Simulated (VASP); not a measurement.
ZnO: single point with r2SCAN

ZnO:

```xyz
4
Lattice="3.2494 0.0000 0.0000 -1.6247 2.8141 0.0000 0.0000 0.0000 5.2038" Properties=species:S:1:pos:R:3 pbc="T T T"
Zn    0.0000    1.8760    0.0000
Zn    1.6247    0.9380    2.6019
O     0.0000    1.8760    2.0134
O     1.6247    0.9380    4.6153
```

This cell differs from its parent crystal: all O atoms moved +0.025 Å, as atom 3 along Cartesian [0 0 1].

```json
{
 "Program": "VASP 6.6.1",
 "Task": "single point",
 "Functional": "r2SCAN",
 "Potentials or basis": "VASP PAW PBE potentials, release 64 (Zn, O)",
 "Cutoff": "520 eV",
 "k mesh": "12 × 12 × 6",
 "Occupations": "gaussian, width 0.05 eV",
 "Spin": "no spin polarisation"
}
```

- Pressure: 0.0 GPa
- Largest force: 0.168 eV/Å
- Band gap on the k mesh: 1.23 eV

Forces in eV/Å, atoms in the order of the input:
```
Zn   0.000  0.000  0.168
Zn   0.000  0.000  0.168
O    0.000  0.000 -0.168
O    0.000  0.000 -0.168
```

Stress tensor (GPa, compression positive):
```
 0.56  0.00  0.00
 0.00  0.56  0.00
 0.00  0.00 -1.23
```

Levels at points of the mesh, in eV from the valence-band top:
| k point | band 15 | band 16 | band 17 | band 18 | band 19 | band 20 | band 21 | band 22 |
| --- | --- | --- | --- | --- | --- | --- | --- | --- |
| (0.00, 0.00, 0.00) | -0.76 | -0.14 | 0.00 | 0.00 | 1.23 | 5.78 | 8.82 | 13.62 |
| (0.50, 0.00, 0.00) | -2.82 | -2.31 | -1.27 | -0.94 | 6.40 | 7.34 | 8.14 | 9.22 |
| (0.00, 0.00, 0.50) | -0.38 | -0.38 | -0.38 | -0.38 | 3.92 | 3.92 | 10.77 | 10.77 |
| (0.50, 0.00, 0.50) | -1.58 | -1.58 | -1.36 | -1.36 | 6.25 | 6.25 | 9.14 | 9.14 |

It took 3.9 min on 1 thread of Intel(R) Xeon(R) Platinum 8488C (Sapphire Rapids), on a shared host, peak memory 0.22 GiB.

Caveat: the cell differs from its parent crystal (all O atoms moved +0.025 Å, as atom 3 along Cartesian [0 0 1]); the PAW data sets were made with another functional, which shifts forces and pressure a little.
